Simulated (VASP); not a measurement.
# C (P2_1/m) in VASP: notebook

Runs on C. Level: PBEsol+D3(BJ). Tasks: single point.

Program: VASP 6.6.1. These are calculated values, not measurements. Logs are shortened: lines on timing, memory, paths and dates and some standing lists are left out, and cuts for length are marked.

**1. The cell of the first run**

Symmetry: P2_1/m, No. 11, monoclinic system. Conventional cell: a = 2.147 Å, b = 6.119 Å, c = 2.486 Å, α = 90.00°, β = 106.54°, γ = 90.00°. C (site symmetry m) has 3 C at 1.24 to 1.61 Å within 1.7 Å. Within 1.7 Å of C (site symmetry m) lie 3 C at 1.24 to 1.61 Å.

**2. Single point, PBEsol+D3(BJ) (engineering shear strain xy -0.3000, normal strain along z -0.0700)**

Input file INCAR:

```
ALGO = Normal
EDIFF = 1E-6
ENCUT = 520
GGA = PS
ISIF = 2
ISMEAR = 0
IVDW = 12
LASPH = T
LCHARG = F
LREAL = F
LWAVE = F
NBANDS = 16
NELM = 100
PREC = Accurate
SIGMA = 0.15
```

Input file KPOINTS:

```
k-points
0
Gamma
  18 18 6
```

Input file POSCAR:

```
C
1.0
    2.4580081303     -0.3687012195      0.0000000000
   -1.5483086877      2.3130480933      0.0000000000
    0.0000000000      0.0000000000      6.1194527675
C
4
Direct
    0.0000000000      0.0000000000      0.0025000000
    0.0000000000      0.0000000000      0.5025000000
    0.3333333333      0.6666666667      0.0025000000
    0.6666666667      0.3333333333      0.5025000000
```

Potentials or basis: VASP PAW PBE potentials, release 64 (C).

The run is started by

```bash
$ cat potpaw_PBE.64/C/POTCAR > POTCAR
$ mpirun -np 1 vasp_std > vasp.out
```

OUTCAR:

```text
EDIFF = 1E-6
   ENCUT = 520
   GGA = PS
   ISIF = 2
   ISMEAR = 0
   IVDW = 12
   LASPH = T
   LREAL = F
   NELM = 100
   PREC = Accurate
 IVDW          = 12

 ion  position               nearest neighbor table
   1  0.000  0.000  0.002-   3 1.24   3 1.44   3 1.61
   2  0.000  0.000  0.502-   4 1.24   4 1.44   4 1.61
   3  0.333  0.667  0.002-   1 1.24   1 1.44   1 1.61
   4  0.667  0.333  0.502-   2 1.24   2 1.44   2 1.61

  LATTYP: Found a simple monoclinic cell.
 ALAT       =     2.1466340726
 B/A-ratio  =     2.8507200392
 C/A-ratio  =     1.1578624104
 COS(beta)  =    -0.2847292703

  Lattice vectors:

 A1 = (   0.9096994426,   1.9443468738,   0.0000000000)
 A2 = (   0.0000000000,   0.0000000000,  -6.1194527675)
 A3 = (  -2.4580081303,   0.3687012195,   0.0000000000)

Analysis of symmetry for initial positions (statically):
=====================================================================
 Subroutine PRICEL returns:
 Original cell was already a primitive cell.

 Routine SETGRP: Setting up the symmetry group for a
 simple monoclinic supercell.

 Subroutine GETGRP returns: Found  4 space group operations
 (whereof  1 operations were pure point group operations)
 out of a pool of  4 trial point group operations.

The static configuration has the point symmetry C_1 .
 The point group associated with its full space group is C_2h.

Analysis of symmetry for dynamics (positions and initial velocities):
=====================================================================
 Subroutine PRICEL returns:
 Original cell was already a primitive cell.

 Routine SETGRP: Setting up the symmetry group for a
 simple monoclinic supercell.

 Subroutine GETGRP returns: Found  4 space group operations
 (whereof  1 operations were pure point group operations)
 out of a pool of  4 trial point group operations.

The dynamic configuration has the point symmetry C_1 .
 The point group associated with its full space group is C_2h.

 Subroutine INISYM returns: Found  4 space group operations
 (whereof  1 operations are pure point group operations),
 and found     1 'primitive' translations

----------------------------------------------------------------------------------------

                                     Primitive cell

  volume of cell :      31.2987

  direct lattice vectors                    reciprocal lattice vectors
     2.458008130 -0.368701220  0.000000000     0.452241731  0.302721679  0.000000000
    -1.548308688  2.313048093  0.000000000     0.072087597  0.480583977  0.000000000
     0.000000000  0.000000000  6.119452768     0.000000000  0.000000000  0.163413305

  length of vectors
     2.485506902  2.783424379  6.119452768     0.544208598  0.485960472  0.163413305

  position of ions in fractional coordinates (direct lattice)
     0.000000000  0.000000000  0.002500000
     0.000000000  0.000000000  0.502500000
     0.333333333  0.666666667  0.002500000
     0.666666667  0.333333333  0.502500000

  ion indices of the primitive-cell ions
   primitive index   ion index
                 1           1
                 2           2
                 3           3
                 4           4

----------------------------------------------------------------------------------------

 KPOINTS: k-points

Automatic generation of k-mesh.
 Grid dimensions read from file:
 generate k-points for:   18   18    6

 Generating k-lattice:

  Cartesian coordinates                     Fractional coordinates (reciprocal lattice)
     0.025124541  0.016817871  0.000000000     0.055555556  0.000000000  0.000000000
     0.004004866  0.026699110  0.000000000    -0.000000000  0.055555556  0.000000000
     0.000000000  0.000000000  0.027235551     0.000000000  0.000000000  0.166666667

  Length of vectors
     0.030233811  0.026997804  0.027235551

  Shift w.r.t. Gamma in fractional coordinates (k-lattice)
     0.000000000  0.000000000  0.000000000

 Subroutine IBZKPT returns following result:
 ===========================================

 Found    656 irreducible k-points:

 Following reciprocal coordinates:
            Coordinates               Weight
  0.000000  0.000000  0.000000      1.000000
  0.055556  0.000000  0.000000      2.000000
  0.111111  0.000000  0.000000      2.000000
  0.166667  0.000000  0.000000      2.000000
  0.222222  0.000000  0.000000      2.000000
  0.277778 -0.000000  0.000000      2.000000
[... 16 lines left out ...]
 -0.333333  0.055556  0.000000      2.000000
 -0.277778  0.055556  0.000000      2.000000
 [... further k-points ...]
   k-points           NKPTS =    656   k-points in BZ     NKDIM =    656   number of bands    NBANDS=     16
   number of dos      NEDOS =    301   number of ions     NIONS =      4
   total plane-waves  NPLWV =  20736
   dimension x,y,z NGX =    18 NGY =   24 NGZ =   48
   dimension x,y,z NGXF=    36 NGYF=   48 NGZF=   96
   ions per type =               4
   NGX,Y,Z   is equivalent  to a cutoff of  12.04, 14.33, 13.04 a.u.
   NGXF,Y,Z  is equivalent  to a cutoff of  24.08, 28.67, 26.08 a.u.
 SYSTEM =  unknown system
   PREC   = accura    normal or accurate (medium, high low for compatibility)
   ISTART =      0    job   : 0-new  1-cont  2-samecut
   ICHARG =      2    charge: 1-file 2-atom 10-const
   ISPIN  =      1    spin polarized calculation?
   LNONCOLLINEAR =      F non collinear calculations
   LSORBIT =      F    spin-orbit coupling
   LASPH  =      T    aspherical Exc in radial PAW
   ENCUT  =  520.0 eV  38.22 Ry    6.18 a.u.   4.62  5.18 11.38*2*pi/ulx,y,z
   NELM   =    100;   NELMIN=  2; NELMDL= -5     # of ELM steps
   EDIFF  = 0.1E-05   stopping-criterion for ELM
   LREAL  =      F    real-space projection
   EDIFFG = 0.1E-04   stopping-criterion for IOM
   NSW    =      0    number of steps for IOM
   IBRION =     -1    ionic relax: 0-MD 1-quasi-New 2-CG
   NFREE  =      0    steps in history (QN), initial steepest desc. (CG)
   ISIF   =      2    stress and relaxation
   ISYM   =      2    0-nonsym 1-usesym 2-fastsym
   POTIM  = 0.5000    time-step for ionic-motion
   TEBEG  =    0.0;   TEEND  =   0.0 temperature during run
   PSTRESS=    0.0 pullay stress
   NELECT =      16.0000    total number of electrons
   NUPDOWN=      -1.0000    fix difference up-down
   EMIN   =  10.00;   EMAX   =-10.00  energy-range for DOS
   EFERMI =   0.00;   METHOD = LEGACY
   ISMEAR =     0;   SIGMA  =   0.15  broadening in eV -4-tet -1-fermi 0-gaus
   EFERMI_NEDOS =   21; number of points for ismear=-14 and -15
   IALGO  =     38    algorithm
   IMIX   =      4    mixing-type and parameters
     AMIX     =   0.40;   BMIX     =  1.00
     AMIX_MAG =   1.60;   BMIX_MAG =  1.00
  volume/ion in A,a.u.               =       7.82        52.80
  Fermi-wavevector in a.u.,A,eV,Ry     =   1.308999  2.473649 23.313286  1.713478
  Thomas-Fermi vector in A             =   2.439628
   LORBIT       =      0    0 simple, 1 ext, 2 COOP (PROOUT), +10 PAW based schemes
   GGA     = PS    functional components
   LHFCALC =     F    Hartree Fock is set to
   AEXX    =    0.0000 exact exchange contribution
   IVDW    =    12    specifies the selected vdW correction
   LEPSILON=     F    determine dielectric tensor
   LRPA    =     F    only Hartree local field effects (RPA)
 non-spin polarized calculation
 Gauss-broadening in eV      SIGMA  =   0.15
  energy-cutoff  :      520.00
  volume of cell :       31.30
 maximum number of plane-waves:       865
   NGX =  9   NGY = 11   NGZ = 23

 number of electron      16.0000000 magnetization

 Free energy of the ion-electron system (eV)
  ---------------------------------------------------
  ext. energy  EPLUGINS =         0.00000000
  ---------------------------------------------------
  free energy    TOTEN  =       -33.76732654 eV

  energy without entropy =      -33.76637022  energy(sigma->0) =      -33.76684838

 E-fermi :   6.3944     XC(G=0): -11.2687

 val. band max:        6.3124629261   @ k =   0.4444   0.1111   0.3333
 cond. band min:       6.4683976957   @ k =   0.4444   0.1111   0.3333
 fundamental gap:      0.1559347697
 Fermi energy:         6.3943919605

 k-point     1 :       0.0000    0.0000    0.0000
  band No.  band energies     occupation
      1     -14.5148      2.00000
      2     -13.9396      2.00000
      3      -3.6581      2.00000
      4      -0.6047      2.00000
      5       1.4750      2.00000
      6       1.5247      2.00000
[... 8 lines left out ...]
     15      17.1696      0.00000
     16      18.1079      0.00000

 k-point     2 :       0.0556    0.0000    0.0000
  band No.  band energies     occupation
      1     -14.4184      2.00000
      2     -13.8469      2.00000
      3      -3.5349      2.00000
      4      -0.4925      2.00000
      5       1.3175      2.00000
      6       1.3802      2.00000
[... 8 lines left out ...]
     15      16.8498      0.00000
     16      18.4254      0.00000

 k-point     3 :       0.1111    0.0000    0.0000
  band No.  band energies     occupation
      1     -14.1302      2.00000
      2     -13.5698      2.00000
      3      -3.1664      2.00000
      4      -0.1574      2.00000
      5       0.8695      2.00000
      6       0.9628      2.00000
[... 8 lines left out ...]
     15      16.1722      0.00000
     16      18.9525      0.00000

 k-point     4 :       0.1667    0.0000    0.0000
  band No.  band energies     occupation
      1     -13.6532      2.00000
      2     -13.1114      2.00000
      3      -2.5554      2.00000
      4       0.2005      2.00000
      5       0.3283      2.00000
      6       0.3955      2.00000
[... 8 lines left out ...]
     15      16.2076      0.00000
     16      19.4822      0.00000
[... 324 lines left out ...]
 k-point    22 :      -0.3889    0.0556    0.0000
  band No.  band energies     occupation
      1     -10.7409      2.00000
      2     -10.3310      2.00000
      3      -2.8164      2.00000
      4      -2.7026      2.00000
      5      -2.3096      2.00000
      6      -2.2325      2.00000
[... 8 lines left out ...]
     15      20.4625      0.00000
     16      21.4569      0.00000

 k-point    23 :      -0.3333    0.0556    0.0000
  band No.  band energies     occupation
      1     -11.7716      2.00000
      2     -11.3122      2.00000
      3      -2.2570      2.00000
      4      -2.0670      2.00000
      5      -0.9821      2.00000
      6      -0.8604      2.00000
[... 8 lines left out ...]
     15      20.1932      0.00000
     16      20.5934      0.00000

 k-point    24 :      -0.2778    0.0556    0.0000
  band No.  band energies     occupation
      1     -12.6593      2.00000
      2     -12.1609      2.00000
      3      -1.6744      2.00000
      4      -1.4882      2.00000
      5      -1.2719      2.00000
      6       0.5074      2.00000
[... 8 lines left out ...]
     15      18.7389      0.00000
     16      20.1509      0.00000

 [... further k-points ...]

------------------------ aborting loop because EDIFF is reached ----------------------------------------

 Edisp (eV)   -0.40326

 E8    (eV) :    -0.1960

  FORCE on cell =-STRESS in cart. coord.  units (eV):
  Direction    XX          YY          ZZ          XY          YZ          ZX
  --------------------------------------------------------------------------------------
  -------------------------------------------------------------------------------------
  Total      12.10964    10.93195     0.67320    30.69883     0.00000     0.00000
  in kB     619.89068   559.60488    34.46091  1571.46878     0.00000     0.00000
  external pressure =      404.65 kB  Pullay stress =        0.00 kB

 VOLUME and BASIS-vectors are now :
 -----------------------------------------------------------------------------
  energy-cutoff  :      520.00
  volume of cell :       31.30
      direct lattice vectors                 reciprocal lattice vectors
     2.458008130 -0.368701220  0.000000000     0.452241731  0.302721679  0.000000000
    -1.548308688  2.313048093  0.000000000     0.072087597  0.480583977  0.000000000
     0.000000000  0.000000000  6.119452768     0.000000000  0.000000000  0.163413305

 POSITION                                       TOTAL-FORCE (eV/Angst)
 -----------------------------------------------------------------------------------
      0.00000      0.00000      0.01530         5.033844      2.565676      0.000000
      0.00000      0.00000      3.07503        -5.033844     -2.565676      0.000000
     -0.21287      1.41913      0.01530        -5.116126     -2.599173      0.000000
      1.12257      0.52522      3.07503         5.116126      2.599173      0.000000
 -----------------------------------------------------------------------------------
    total drift:                               -0.000000     -0.000000      0.000006

  FREE ENERGIE OF THE ION-ELECTRON SYSTEM (eV)
  ---------------------------------------------------
  free  energy   TOTEN  =       -34.1705824725 eV

  energy  without entropy=      -34.1696261561  energy(sigma->0) =      -34.17010431
```

It took 4.2 min on 1 thread of Intel Xeon 6975P-C, shared host; peak memory 0.35 GiB.

What came out:

```yaml
Free_energy: -34.1706 eV
Pressure: 40.5 GPa
Largest_force: 5.739 eV/Å
Band_gap_on_the_k_mesh: 0.16 eV, direct
Dispersion_energy_per_atom: -0.101 eV
```

Forces on the atoms (eV/Å):
```
C    5.034  2.566  0.000
C   -5.034 -2.566  0.000
C   -5.116 -2.599  0.000
C    5.116  2.599  0.000
```

Stress tensor (GPa, compression positive):
```
 61.99 157.15   0.00
157.15  55.96   0.00
  0.00   0.00   3.45
```

Caveat: the cell differs from its parent crystal (engineering shear strain xy -0.3000, normal strain along z -0.0700); the PAW data sets were made with another functional, which shifts forces and pressure a little. A k mesh can miss the band edges.

**3. Single point, PBEsol+D3(BJ) (engineering shear strain xy -0.2250, normal strain along z +0.0350)**

Input file INCAR:

```
SYSTEM = C
ALGO = Normal ; EDIFF = 1E-6
ENCUT = 520 ; GGA = PS
ISIF = 2 ; ISMEAR = 0
IVDW = 12 ; LASPH = .TRUE.
LCHARG = .FALSE. ; LREAL = .FALSE.
LWAVE = .FALSE. ; NBANDS = 16
NELM = 60 ; PREC = Accurate
SIGMA = 0.15
```

Input file KPOINTS:

```
k-points
0
G
  18 18 6
  0 0 0
```

Input file POSCAR:

```
C
1.0
    2.4580081303     -0.2765259146      0.0000000000
   -1.4684825321      2.2669604409      0.0000000000
    0.0000000000      0.0000000000      6.8103587252
C
4
Direct
    0.0000000000      0.0000000000      0.0025000000
    0.0000000000      0.0000000000      0.5025000000
    0.3333333333      0.6666666667      0.0025000000
    0.6666666667      0.3333333333      0.5025000000
```

Potentials or basis: VASP PAW PBE potentials, release 64 (C).

The run is started by

```bash
$ cat potpaw_PBE.64/C/POTCAR > POTCAR
$ mpirun -np 1 vasp_std > vasp.out
```

OUTCAR:

```text
SYSTEM = C
   EDIFF = 1E-6
   ENCUT = 520
   GGA = PS
   ISIF = 2
   ISMEAR = 0
   IVDW = 12
   LASPH = .TRUE.
   LREAL = .FALSE.
   NELM = 60
   PREC = Accurate
 IVDW          = 12

 ion  position               nearest neighbor table
   1  0.000  0.000  0.002-   3 1.28   3 1.43   3 1.56
   2  0.000  0.000  0.502-   4 1.28   4 1.43   4 1.56
   3  0.333  0.667  0.002-   1 1.28   1 1.43   1 1.56
   4  0.667  0.333  0.502-   2 1.28   2 1.43   2 1.56

  LATTYP: Found a simple monoclinic cell.
[... 659 lines left out ...]

 E8    (eV) :    -0.1925

  FORCE on cell =-STRESS in cart. coord.  units (eV):
  Direction    XX          YY          ZZ          XY          YZ          ZX
  --------------------------------------------------------------------------------------
  -------------------------------------------------------------------------------------
  Total       7.08801     6.56349    -0.21881    23.24210     0.00000     0.00000
  in kB     322.77450   298.88877    -9.96425  1058.40136     0.00000     0.00000
  external pressure =      203.90 kB  Pullay stress =        0.00 kB

 VOLUME and BASIS-vectors are now :
 -----------------------------------------------------------------------------
  energy-cutoff  :      520.00
  volume of cell :       35.18
      direct lattice vectors                 reciprocal lattice vectors
     2.458008130 -0.276525915  0.000000000     0.438811801  0.284251746  0.000000000
    -1.468482532  2.266960441  0.000000000     0.053526666  0.475792588  0.000000000
     0.000000000  0.000000000  6.810358725     0.000000000  0.000000000  0.146835143

 POSITION                                       TOTAL-FORCE (eV/Angst)
 -----------------------------------------------------------------------------------
      0.00000      0.00000      0.01703         3.389008      1.528779      0.000000
      0.00000      0.00000      3.42221        -3.389008     -1.528779      0.000000
     -0.15965      1.41913      0.01703        -3.409280     -1.533287      0.000000
      1.14918      0.57130      3.42221         3.409280      1.533287      0.000000
 -----------------------------------------------------------------------------------
    total drift:                                0.000000      0.000000      0.000022

  FREE ENERGIE OF THE ION-ELECTRON SYSTEM (eV)
  ---------------------------------------------------
  free  energy   TOTEN  =       -36.3477281792 eV

  energy  without entropy=      -36.3476308185  energy(sigma->0) =      -36.34767950
```

Wall time 5.4 min (1 thread of Intel Xeon Platinum 8259CL at 2.50GHz (Skylake/Cascade Lake), shared host); peak memory 0.37 GiB.

Results:

| Property | Result |
| --- | --- |
| Free energy | -36.3477 eV |
| Pressure | 20.4 GPa |
| Largest force | 3.738 eV/Å |
| Band gap on the k mesh | 0.40 eV, indirect (least direct gap 0.54 eV) |
| Dispersion energy per atom | -0.099 eV |

Forces on the atoms (eV/Å):
```
C    3.389  1.529  0.000
C   -3.389 -1.529  0.000
C   -3.409 -1.533  0.000
C    3.409  1.533  0.000
```

Caveat: the cell differs from its parent crystal (engineering shear strain xy -0.2250, normal strain along z +0.0350); the PAW data sets were made with another functional, which shifts forces and pressure a little.
